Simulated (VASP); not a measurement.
Runs of VASP 6.6.1 on Te3As5. The structure is that of space group Pm-3m (No. 221), or close to it. The cells are those of the table. 

```tsv
task	cell	k mesh	cutoff (eV)	pressure (GPa)	relaxed volume (Å³/atom)
relaxation of cell and atoms	relaxed from a = 5.827 Å, 8 atoms	6 × 6 × 6	600	0.0	(a)
relaxation of cell and atoms	relaxed from a = 6.039 Å, 8 atoms	4 × 4 × 4	600	0.0	24.73
single point	a = 5.834 Å, 8 atoms	6 × 6 × 6	520	0.0	-
single point	a = 6.039 Å, 8 atoms	4 × 4 × 4	520	-5.6	-
single point	a = 5.827 Å, 8 atoms	4 × 4 × 4	520	0.0	-
```

Alike in all rows: level PBE; potentials or basis VASP PAW PBE potentials, release 64 (Te, As); no spin polarisation; smearing gaussian 0.1 eV.

Question: Fill in the values left out.

Answer: (a) 24.81.
